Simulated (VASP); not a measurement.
Set up this calculation in VASP 6.6.1, as the native input.

```yaml
Task: single point
Functional: PBEsol
Potentials_or_basis: VASP PAW PBE potentials, release 64 (Eu, Pt)
Cutoff: 520 eV
k_mesh: 8 × 8 × 8
Occupations: gaussian, width 0.05 eV
Spin: collinear spin, ferromagnetic start
Starting_moments: "[7.01, 0.0, 0.0, 0.0] μB"
Dipole_correction: no
Further_INCAR_settings: ALGO = Normal; EDIFF = 1e-07; NBANDS = 36
```

The structure of EuPt3 lies in POSCAR:

```
EuPt3
1.0
    0.0000000000      3.2871274156      3.2871274156
    3.2871274156      0.0000000000      3.2871274156
    3.2871274156      3.2871274156      0.0000000000
Eu Pt
1 3
Direct
    0.0000000000      0.0000000000      0.0000000000
    0.5000000000      0.5000000000      0.5000000000
    0.2500000000      0.2500000000      0.2500000000
    0.7500000000      0.7500000000      0.7500000000
```

These files were run (other wordings do the same):

INCAR

```
SYSTEM = EuPt3
  ALGO = Normal
  EDIFF = 1E-7
  ENCUT = 520
  GGA = PS
  ISIF = 2
  ISMEAR = 0
  ISPIN = 2
  LASPH = .TRUE.
  LCHARG = .TRUE.
  LELF = .TRUE.
  LMAXMIX = 6
  LORBIT = 11
  LREAL = .FALSE.
  LVHAR = .TRUE.
  LWAVE = .FALSE.
  MAGMOM = 7.01 0 0 0
  NBANDS = 36
  NELM = 150
  PREC = Accurate
  SIGMA = 0.05
```

KPOINTS

```
k-points
0
G
  8 8 8
  0 0 0
```

Potentials or basis: VASP PAW PBE potentials, release 64 (Eu, Pt).

Launch:

```sh
$ cat potpaw_PBE.64/Eu/POTCAR potpaw_PBE.64/Pt/POTCAR > POTCAR
$ mpirun -np 1 vasp_std > vasp.out
```

It gave:

```json
{"Pressure": "0.0 GPa", "Net moment": "6.54 μB per cell", "Site moments": "Eu +6.30; Pt +0.01, -0.02 (each value once) μB", "Valence electrons inside the program's atomic spheres": "Eu 14.82; Pt 9.15, 9.24 (each value once)"}
```

Caveat: the PAW data sets were made with another functional, which shifts forces and pressure a little.

It took 3.2 min on 1 thread of AMD EPYC 9R45 96-Core Processor (Zen 5) (shared host), peak memory 0.3 GiB.
